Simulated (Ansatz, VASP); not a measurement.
**One calculation of BaS, two programs**

```xyz
2
Lattice="0.0000 3.1831 3.1831 3.1831 0.0000 3.1831 3.1831 3.1831 0.0000" Properties=species:S:1:pos:R:3 pbc="T T T"
Ba    0.0000    0.0000    0.0000
S     3.1831    3.1831    3.1831
```

Change from the starting cell: volume scaled by 0.99.

Alike in both runs: task single point; functional LDA; k mesh 7 × 7 × 7; occupations fermi-dirac, width 0.01 eV; no spin polarisation.

|  | VASP | Ansatz |
| --- | --- | --- |
| version | VASP 6.6.1 | Ansatz 0.2.0 |
| potentials or method | VASP PAW LDA potentials, release 64 (Ba_sv, S), cutoff 520 eV | all-electron LAPW, scalar-relativistic |

|  | VASP | Ansatz | Ansatz less VASP |
| --- | --- | --- | --- |
| gap on the k mesh at the Fermi level (eV) | 1.95 | 2.05 | +0.105 |
| pressure (GPa) | -1.4 | -2.1 | -0.65 |

LDA's correlation is that of Perdew and Zunger in VASP and of Perdew and Wang (1992) in Ansatz. Ansatz ran all-electron here, and VASP with PAW potentials.

Neither program's run includes spin-orbit coupling.
